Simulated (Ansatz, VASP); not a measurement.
## Two plane-wave programs on PbO2

```
CELL_PARAMETERS angstrom
5.07906 0.00000 0.00000
0.00000 5.07906 0.00000
0.00000 0.00000 3.44404
ATOMIC_POSITIONS crystal
Pb 0.00000 0.00000 0.00000
Pb 0.50000 0.50000 0.50000
O 0.30799 0.30799 0.00000
O 0.19201 0.80799 0.50000
O 0.69201 0.69201 0.00000
O 0.80799 0.19201 0.50000
```

Alike in both runs: functional PBE; k mesh 8 × 8 × 10; occupations gaussian, width 0.01 eV; no spin polarisation.

Ansatz relaxed the structure, and its values are those at the end. VASP's run is a single point on that final structure, the one shown.

|  | VASP | Ansatz |
| --- | --- | --- |
| version | VASP 6.6.1 | Ansatz 0.2.0 |
| potentials or method | VASP PAW PBE potentials, release 64 (Pb_d, O), cutoff 600 eV | scalar-relativistic, plane waves, PAW |
| valence electrons in the cell | 52 | 52 |

VASP gave:

| Quantity | Value |
| --- | --- |
| gap on the k mesh at the Fermi level (eV) | 0.01 |
| least direct gap on the mesh (eV) | 0.01 |
| pressure (GPa) | 0.1 |
| rms of the force components (eV/Å) | 0.005 |

**Question.** Which values does Ansatz return?

**Answer.** gap on the k mesh at the Fermi level (eV): 0.02; least direct gap on the mesh (eV): 0.02; pressure (GPa): 0.0; rms of the force components (eV/Å): 0.001.

Neither program's run includes spin-orbit coupling.
